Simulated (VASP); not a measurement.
A run of VASP 6.6.1 is set up as follows.

The input INCAR:

```
SYSTEM = SnTe
PREC = Accurate
ENCUT = 520
EDIFF = 1E-6
ISMEAR = -1
SIGMA = 0.03
LREAL = .FALSE.
LASPH = .TRUE.
NELM = 60
ALGO = Normal
ISIF = 2
LWAVE = .FALSE.
LCHARG = .TRUE.
GGA = PS
LELF = .TRUE.
LVHAR = .TRUE.
NBANDS = 17
```

KPOINTS

```
Automatic mesh
0
G
  6 6 6
  0 0 0
```

Contents of POSCAR:

```
SnTe
1.0
    0.0000000000      3.1423682294      3.1423682294
    3.1423682294      0.0000000000      3.1423682294
    3.1423682294      3.1423682294      0.0000000000
Sn Te
1 1
Direct
    0.0000000000      0.0000000000      0.0000000000
    0.5000000000      0.5000000000      0.5000000000
```

Potentials or basis: VASP PAW PBE potentials, release 64 (Sn_d, Te).

Command:

```console
$ cat potpaw_PBE.64/Sn_d/POTCAR potpaw_PBE.64/Te/POTCAR > POTCAR
$ mpirun -np 1 vasp_std > vasp.out
```

**Question.** What does it give for the pressure?

**Answer.** 0.0 GPa.

**Question.** Estimate the band gap on the k mesh.

**Answer.** 0.17 eV, direct.

Caveat: the PAW data sets were made with another functional, which shifts forces and pressure a little; spin-orbit coupling is left out, which moves the levels of the heavy elements. A k mesh can miss the band edges.
